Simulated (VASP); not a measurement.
# Nb (Fm-3m) in VASP: notebook

Nb is run at these levels: PBEsol+D4, RPBE+D4; tasks: single point.

All numbers are computed with VASP 6.6.1; they aren't measurements. Logs are shortened: lines on timing, memory, paths and dates and some standing lists are left out, and cuts for length are marked.

## 1. The cell of the first run

Symmetry: Fm-3m, No. 225, cubic system. Conventional cell: a = 4.154 Å, b = 4.154 Å, c = 4.154 Å, α = 90.00°, β = 90.00°, γ = 90.00°. Nb (site symmetry m-3m) has 12 Nb at 2.94 Å within 3.9 Å.

This isn't the form of Nb at room conditions, which is bcc.

## 2. Single point, PBEsol+D4

Contents of INCAR:

```
SYSTEM = Nb
  PREC = Accurate
  ENCUT = 520
  EDIFF = 1E-7
  ISMEAR = -1
  SIGMA = 0.05
  LREAL = .False.
  LASPH = .True.
  NELM = 80
  ALGO = Normal
  ISIF = 2
  LWAVE = .False.
  LCHARG = .False.
  GGA = PS
  IVDW = 13
  NBANDS = 12
```

Contents of KPOINTS:

```
regular mesh
0
Gamma
  11 11 11
  0 0 0
```

Contents of POSCAR:

```
Nb
1.0
    0.0000000000      2.0769008334      2.0769008334
    2.0769008334      0.0000000000      2.0769008334
    2.0769008334      2.0769008334      0.0000000000
Nb
1
Direct
    0.0000000000      0.0000000000      0.0000000000
```

Potentials or basis: VASP PAW PBE potentials, release 64 (Nb_sv).

Started as:

```console
cat potpaw_PBE.64/Nb_sv/POTCAR > POTCAR
mpirun -np 1 vasp_std > vasp.out
```

OUTCAR:

```text
SYSTEM = Nb
   PREC = Accurate
   ENCUT = 520
   EDIFF = 1E-7
   ISMEAR = -1
   LREAL = .False.
   LASPH = .True.
   NELM = 80
   ISIF = 2
   GGA = PS
   IVDW = 13

 ion  position               nearest neighbor table
   1  0.000  0.000  0.000-

  LATTYP: Found a face centered cubic cell.
 ALAT       =     4.1538016668

  Lattice vectors:

 A1 = (   0.0000000000,   2.0769008334,   2.0769008334)
 A2 = (   2.0769008334,   0.0000000000,   2.0769008334)
 A3 = (   2.0769008334,   2.0769008334,   0.0000000000)

Analysis of symmetry for initial positions (statically):
=====================================================================
 Subroutine PRICEL returns:
 Original cell was already a primitive cell.

 Routine SETGRP: Setting up the symmetry group for a
 face centered cubic supercell.

 Subroutine GETGRP returns: Found 48 space group operations
 (whereof 48 operations were pure point group operations)
 out of a pool of 48 trial point group operations.

The static configuration has the point symmetry O_h .

Analysis of symmetry for dynamics (positions and initial velocities):
=====================================================================
 Subroutine PRICEL returns:
 Original cell was already a primitive cell.

 Routine SETGRP: Setting up the symmetry group for a
 face centered cubic supercell.

 Subroutine GETGRP returns: Found 48 space group operations
 (whereof 48 operations were pure point group operations)
 out of a pool of 48 trial point group operations.

The dynamic configuration has the point symmetry O_h .

 Subroutine INISYM returns: Found 48 space group operations
 (whereof 48 operations are pure point group operations),
 and found     1 'primitive' translations

----------------------------------------------------------------------------------------

                                     Primitive cell

  volume of cell :      17.9175

  direct lattice vectors                    reciprocal lattice vectors
     0.000000000  2.076900833  2.076900833    -0.240743319  0.240743319  0.240743319
     2.076900833  0.000000000  2.076900833     0.240743319 -0.240743319  0.240743319
     2.076900833  2.076900833  0.000000000     0.240743319  0.240743319 -0.240743319

  length of vectors
     2.937181326  2.937181326  2.937181326     0.416979660  0.416979660  0.416979660

  position of ions in fractional coordinates (direct lattice)
     0.000000000  0.000000000  0.000000000

  ion indices of the primitive-cell ions
   primitive index   ion index
                 1           1

----------------------------------------------------------------------------------------

 KPOINTS: regular mesh

Automatic generation of k-mesh.
 Grid dimensions read from file:
 generate k-points for:   11   11   11

 Generating k-lattice:

  Cartesian coordinates                     Fractional coordinates (reciprocal lattice)
    -0.021885756  0.021885756  0.021885756     0.090909091  0.000000000  0.000000000
     0.021885756 -0.021885756  0.021885756     0.000000000  0.090909091  0.000000000
     0.021885756  0.021885756 -0.021885756     0.000000000  0.000000000  0.090909091

  Length of vectors
     0.037907242  0.037907242  0.037907242

  Shift w.r.t. Gamma in fractional coordinates (k-lattice)
     0.000000000  0.000000000  0.000000000

 Subroutine IBZKPT returns following result:
 ===========================================

 Found     56 irreducible k-points:

 Following reciprocal coordinates:
            Coordinates               Weight
  0.000000  0.000000  0.000000      1.000000
  0.090909  0.000000  0.000000      8.000000
  0.181818  0.000000  0.000000      8.000000
  0.272727  0.000000  0.000000      8.000000
  0.363636  0.000000  0.000000      8.000000
  0.454545  0.000000  0.000000      8.000000
[... 16 lines left out ...]
 -0.272727  0.181818  0.000000     24.000000
 -0.181818  0.181818  0.000000     12.000000
 [... further k-points ...]
   k-points           NKPTS =     56   k-points in BZ     NKDIM =     56   number of bands    NBANDS=     12
   number of dos      NEDOS =    301   number of ions     NIONS =      1
   total plane-waves  NPLWV =  13824
   dimension x,y,z NGX =    24 NGY =   24 NGZ =   24
   dimension x,y,z NGXF=    48 NGYF=   48 NGZF=   48
   ions per type =               1
   NGX,Y,Z   is equivalent  to a cutoff of  13.58, 13.58, 13.58 a.u.
   NGXF,Y,Z  is equivalent  to a cutoff of  27.17, 27.17, 27.17 a.u.
 SYSTEM =  Nb
   PREC   = accura    normal or accurate (medium, high low for compatibility)
   ISTART =      0    job   : 0-new  1-cont  2-samecut
   ICHARG =      2    charge: 1-file 2-atom 10-const
   ISPIN  =      1    spin polarized calculation?
   LNONCOLLINEAR =      F non collinear calculations
   LSORBIT =      F    spin-orbit coupling
   LASPH  =      T    aspherical Exc in radial PAW
   ENCUT  =  520.0 eV  38.22 Ry    6.18 a.u.   5.46  5.46  5.46*2*pi/ulx,y,z
   NELM   =     80;   NELMIN=  2; NELMDL= -5     # of ELM steps
   EDIFF  = 0.1E-06   stopping-criterion for ELM
   LREAL  =      F    real-space projection
   EDIFFG = 0.1E-05   stopping-criterion for IOM
   NSW    =      0    number of steps for IOM
   IBRION =     -1    ionic relax: 0-MD 1-quasi-New 2-CG
   NFREE  =      0    steps in history (QN), initial steepest desc. (CG)
   ISIF   =      2    stress and relaxation
   ISYM   =      2    0-nonsym 1-usesym 2-fastsym
   POTIM  = 0.5000    time-step for ionic-motion
   TEBEG  =    0.0;   TEEND  =   0.0 temperature during run
   PSTRESS=    0.0 pullay stress
   NELECT =      13.0000    total number of electrons
   NUPDOWN=      -1.0000    fix difference up-down
   EMIN   =  10.00;   EMAX   =-10.00  energy-range for DOS
   EFERMI =   0.00;   METHOD = LEGACY
   ISMEAR =    -1;   SIGMA  =   0.05  broadening in eV -4-tet -1-fermi 0-gaus
   EFERMI_NEDOS =   21; number of points for ismear=-14 and -15
   IALGO  =     38    algorithm
   IMIX   =      4    mixing-type and parameters
     AMIX     =   0.40;   BMIX     =  1.00
     AMIX_MAG =   1.60;   BMIX_MAG =  1.00
  volume/ion in A,a.u.               =      17.92       120.91
  Fermi-wavevector in a.u.,A,eV,Ry     =   1.471059  2.779899 29.443219  2.164016
  Thomas-Fermi vector in A             =   2.586241
   LORBIT       =      0    0 simple, 1 ext, 2 COOP (PROOUT), +10 PAW based schemes
   GGA     = PS    functional components
   LHFCALC =     F    Hartree Fock is set to
   AEXX    =    0.0000 exact exchange contribution
   IVDW    =    13    specifies the selected vdW correction
   LEPSILON=     F    determine dielectric tensor
   LRPA    =     F    only Hartree local field effects (RPA)
 non-spin polarized calculation
  energy-cutoff  :      520.00
  volume of cell :       17.92
 maximum number of plane-waves:       531
 NGX is ok and might be reduce to    24
   NGX = 11   NGY = 11   NGZ = 11

 number of electron      13.0000000 magnetization

 Free energy of the ion-electron system (eV)
  ---------------------------------------------------
  ext. energy  EPLUGINS =         0.00000000
  ---------------------------------------------------
  free energy    TOTEN  =       -10.61436365 eV

  energy without entropy =      -10.60311391  energy(sigma->0) =      -10.60873878

 E-fermi :  11.5009     XC(G=0): -12.6574

 val. band max:       11.4849496762   @ k =  -0.3636   0.4545   0.1818
 cond. band min:      11.5637458632   @ k =   0.0000   0.0000   0.0000
 fundamental gap:      0.0787961870
 Fermi energy:        11.5008935264

 k-point     1 :       0.0000    0.0000    0.0000
  band No.  band energies     occupation
      1     -43.1456      2.00000
      2     -18.4601      2.00000
      3     -18.4601      2.00000
      4     -18.4601      2.00000
      5       5.1271      2.00000
      6      11.5637      0.44297
      7      11.5637      0.44296
      8      11.5637      0.44296
      9      14.3318      0.00000
     10      14.3318      0.00000
     11      23.3663      0.00000
     12      28.3120      0.00000

 k-point     2 :       0.0909    0.0000    0.0000
  band No.  band energies     occupation
      1     -43.1273      2.00000
      2     -18.5784      2.00000
      3     -18.4745      2.00000
      4     -18.4745      2.00000
      5       5.4488      2.00000
      6      11.3193      1.94843
      7      11.7085      0.03099
      8      11.7085      0.03099
      9      14.2030      0.00000
     10      14.2030      0.00000
     11      24.0080      0.00000
     12      27.1592      0.00000

 k-point     3 :       0.1818    0.0000    0.0000
  band No.  band energies     occupation
      1     -43.0777      2.00000
      2     -18.8882      2.00000
      3     -18.5130      2.00000
      4     -18.5130      2.00000
      5       6.2854      2.00000
      6      10.8618      1.99999
      7      11.9628      0.00019
      8      11.9628      0.00019
      9      14.0938      0.00000
     10      14.0938      0.00000
     11      24.8356      0.00000
     12      26.1795      0.00000
[... 286 lines left out ...]
 k-point    23 :      -0.2727    0.1818    0.0000
  band No.  band energies     occupation
      1     -42.9338      2.00000
      2     -19.4670      2.00000
      3     -18.9071      2.00000
      4     -18.6077      2.00000
      5       8.5388      2.00000
      6      10.4591      2.00000
      7      10.8224      2.00000
      8      12.4828      0.00000
      9      14.0226      0.00000
     10      17.4592      0.00000
     11      24.3679      0.00000
     12      26.7478      0.00000

 k-point    24 :      -0.1818    0.1818    0.0000
  band No.  band energies     occupation
      1     -42.9901      2.00000
      2     -19.2405      2.00000
      3     -18.7850      2.00000
      4     -18.5487      2.00000
      5       7.8336      2.00000
      6      10.1897      2.00000
      7      11.4745      1.25751
      8      12.8914      0.00000
      9      12.9497      0.00000
     10      16.1134      0.00000
     11      25.1641      0.00000
     12      27.8499      0.00000

 [... further k-points ...]

------------------------ aborting loop because EDIFF is reached ----------------------------------------

  DFT-D4 for vdW energy calculation

  Edisp (eV):   -0.19603

  FORCE on cell =-STRESS in cart. coord.  units (eV):
  Direction    XX          YY          ZZ          XY          YZ          ZX
  --------------------------------------------------------------------------------------
  -------------------------------------------------------------------------------------
  Total      -0.03825    -0.03825    -0.03825    -0.00000    -0.00000     0.00000
  in kB      -3.42028    -3.42028    -3.42028    -0.00000    -0.00000     0.00000
  external pressure =       -3.42 kB  Pullay stress =        0.00 kB

 VOLUME and BASIS-vectors are now :
 -----------------------------------------------------------------------------
  energy-cutoff  :      520.00
  volume of cell :       17.92
      direct lattice vectors                 reciprocal lattice vectors
     0.000000000  2.076900833  2.076900833    -0.240743319  0.240743319  0.240743319
     2.076900833  0.000000000  2.076900833     0.240743319 -0.240743319  0.240743319
     2.076900833  2.076900833  0.000000000     0.240743319  0.240743319 -0.240743319

 POSITION                                       TOTAL-FORCE (eV/Angst)
 -----------------------------------------------------------------------------------
      0.00000      0.00000      0.00000        -0.000000      0.000000      0.000000
 -----------------------------------------------------------------------------------
    total drift:                                0.000000      0.000000     -0.000000

  FREE ENERGIE OF THE ION-ELECTRON SYSTEM (eV)
  ---------------------------------------------------
  free  energy   TOTEN  =       -10.8103960186 eV

  energy  without entropy=      -10.7991462767  energy(sigma->0) =      -10.80477115
```

Run time: 7 s. Hardware: 1 thread of Intel Xeon Platinum 8375C at 2.90GHz (Ice Lake), shared host; peak memory 0.14 GiB.

What came out:

```
Free energy                : -10.8104 eV
Pressure                   : -0.3 GPa
Band gap on the k mesh     : zero (an odd number of electrons rules out a gap without spin polarisation)
Dispersion energy per atom : -0.196 eV
```

Caveat: the PAW data sets were made with another functional, which shifts forces and pressure a little.

## 3. Single point, RPBE+D4

This run uses another cell than the first one, of 18.48 Å³/atom.

Contents of INCAR:

```
PREC = Accurate
ENCUT = 520
EDIFF = 1E-6
ISMEAR = -1
SIGMA = 0.05
LREAL = F
LASPH = T
NELM = 60
ALGO = Normal
ISIF = 2
LWAVE = F
LCHARG = T
GGA = RP
IVDW = 13
LELF = T
LVHAR = T
NBANDS = 12
```

Contents of KPOINTS:

```
Automatic mesh
0
Gamma
  11 11 11
```

Contents of POSCAR:

```
Nb
1.0
    0.0000000000      2.0984964024      2.0984964024
    2.0984964024      0.0000000000      2.0984964024
    2.0984964024      2.0984964024      0.0000000000
Nb
1
Direct
    0.0000000000      0.0000000000      0.0000000000
```

Potentials or basis: VASP PAW PBE potentials, release 64 (Nb_sv).

Started as:

```console
cat potpaw_PBE.64/Nb_sv/POTCAR > POTCAR
mpirun -np 1 vasp_std > vasp.out
```

OUTCAR:

```text
PREC = Accurate
   ENCUT = 520
   EDIFF = 1E-6
   ISMEAR = -1
   LREAL = F
   LASPH = T
   NELM = 60
   ISIF = 2
   GGA = RP
   IVDW = 13

 ion  position               nearest neighbor table
   1  0.000  0.000  0.000-

  LATTYP: Found a face centered cubic cell.
 ALAT       =     4.1969928048

  Lattice vectors:

 A1 = (   0.0000000000,   2.0984964024,   2.0984964024)
 A2 = (   2.0984964024,   0.0000000000,   2.0984964024)
 A3 = (   2.0984964024,   2.0984964024,   0.0000000000)

Analysis of symmetry for initial positions (statically):
=====================================================================
 Subroutine PRICEL returns:
 Original cell was already a primitive cell.

 Routine SETGRP: Setting up the symmetry group for a
 face centered cubic supercell.

 Subroutine GETGRP returns: Found 48 space group operations
 (whereof 48 operations were pure point group operations)
 out of a pool of 48 trial point group operations.

The static configuration has the point symmetry O_h .

Analysis of symmetry for dynamics (positions and initial velocities):
[... 166 lines left out ...]
      1     -43.5281      2.00000
      2     -18.8896      2.00000
      3     -18.8896      2.00000
      4     -18.8896      2.00000
      5       5.0045      2.00000
      6      11.3609      0.34421
      7      11.3609      0.34421
      8      11.3609      0.34421
      9      14.0153      0.00000
     10      14.0153      0.00000
     11      23.0731      0.00000
     12      27.9433      0.00000
[... 331 lines left out ...]
 k-point    24 :      -0.1818    0.1818    0.0000
  band No.  band energies     occupation
      1     -43.3926      2.00000
      2     -19.5864      2.00000
      3     -19.1798      2.00000
      4     -18.9696      2.00000
      5       7.6342      2.00000
      6      10.0271      2.00000
      7      11.2842      0.98157
      8      12.6561      0.00000
      9      12.6867      0.00000
     10      15.6932      0.00000
     11      24.6924      0.00000
     12      27.2890      0.00000

 [... further k-points ...]

------------------------ aborting loop because EDIFF is reached ----------------------------------------

  DFT-D4 for vdW energy calculation

  Edisp (eV):   -0.57536

  FORCE on cell =-STRESS in cart. coord.  units (eV):
  Direction    XX          YY          ZZ          XY          YZ          ZX
  --------------------------------------------------------------------------------------
  -------------------------------------------------------------------------------------
  Total      -0.03771    -0.03771    -0.03771     0.00000    -0.00000     0.00000
  in kB      -3.26862    -3.26862    -3.26862     0.00000    -0.00000     0.00000
  external pressure =       -3.27 kB  Pullay stress =        0.00 kB

 VOLUME and BASIS-vectors are now :
 -----------------------------------------------------------------------------
  energy-cutoff  :      520.00
  volume of cell :       18.48
      direct lattice vectors                 reciprocal lattice vectors
     0.000000000  2.098496402  2.098496402    -0.238265836  0.238265836  0.238265836
     2.098496402  0.000000000  2.098496402     0.238265836 -0.238265836  0.238265836
     2.098496402  2.098496402  0.000000000     0.238265836  0.238265836 -0.238265836

 POSITION                                       TOTAL-FORCE (eV/Angst)
 -----------------------------------------------------------------------------------
      0.00000      0.00000      0.00000         0.000000     -0.000000      0.000000
 -----------------------------------------------------------------------------------
    total drift:                                0.000000     -0.000000     -0.000000

  FREE ENERGIE OF THE ION-ELECTRON SYSTEM (eV)
  ---------------------------------------------------
  free  energy   TOTEN  =        -9.9628320007 eV

  energy  without entropy=       -9.9514845475  energy(sigma->0) =       -9.95715827
```

OSZICAR:

```text
N       E                     dE             d eps       ncg     rms          rms(c)
DAV:   1     0.118507010229E+03    0.11851E+03   -0.72715E+03  1344   0.108E+03
DAV:   2    -0.495067651568E+01   -0.12346E+03   -0.11932E+03  1436   0.390E+02
DAV:   3    -0.947455342660E+01   -0.45239E+01   -0.42942E+01  1872   0.657E+01
DAV:   4    -0.979136140175E+01   -0.31681E+00   -0.31458E+00  1960   0.162E+01
DAV:   5    -0.980210203695E+01   -0.10741E-01   -0.10737E-01  1900   0.257E+00    0.663E+00
DAV:   6    -0.942389937714E+01    0.37820E+00   -0.61644E-01  2112   0.998E+00    0.234E+00
DAV:   7    -0.938145202379E+01    0.42447E-01   -0.19369E-01  2184   0.560E+00    0.100E+00
DAV:   8    -0.938738135869E+01   -0.59293E-02   -0.13543E-02  1592   0.159E+00    0.428E-02
DAV:   9    -0.938745280385E+01   -0.71445E-04   -0.94479E-04  2196   0.277E-01    0.500E-02
DAV:  10    -0.938747757484E+01   -0.24771E-04   -0.24012E-05  1644   0.699E-02    0.192E-02
DAV:  11    -0.938747116592E+01    0.64089E-05   -0.92673E-06  1704   0.530E-02    0.385E-03
DAV:  12    -0.938747100716E+01    0.15876E-06   -0.35492E-07  1016   0.530E-03
   1 F= -.99628320E+01 E0= -.99571583E+01  d E =-.113475E-01
```

stdout:

```text
POSCAR found type information on POSCAR Nb
 POSCAR found :  1 types and       1 ions
 scaLAPACK will be used
 -----------------------------------------------------------------------------
|                                                                             |
|                                                                             |
|     You enforced a specific xc type in the INCAR file but a different       |
|     I HOPE YOU KNOW WHAT YOU ARE DOING!                                     |
|                                                                             |
 -----------------------------------------------------------------------------

 LDA part: xc-table for (Slater+PW92), standard interpolation
 POSCAR, INCAR and KPOINTS ok, starting setup
 FFT: planning ... GRIDC
 FFT: planning ... GRID_SOFT
 FFT: planning ... GRID
 WAVECAR not read
 entering main loop
```

Wall time 7.3 s (1 thread of Intel Xeon Platinum 8375C at 2.90GHz (Ice Lake), shared host); peak memory 0.14 GiB.

What came out:

```yaml
Free_energy: -9.9628 eV
Pressure: -0.3 GPa
Band_gap_on_the_k_mesh: zero (an odd number of electrons rules out a gap without spin polarisation)
Dispersion_energy_per_atom: -0.575 eV
```

Levels at points of the mesh, in eV from the Fermi level:
```tsv
k point	band 4	band 5	band 6	band 7	band 8	band 9
(0.00, 0.00, 0.00)	-30.17	-6.28	0.08	0.08	0.08	2.73
```

Caveat: the PAW data sets were made with another functional, which shifts forces and pressure a little.
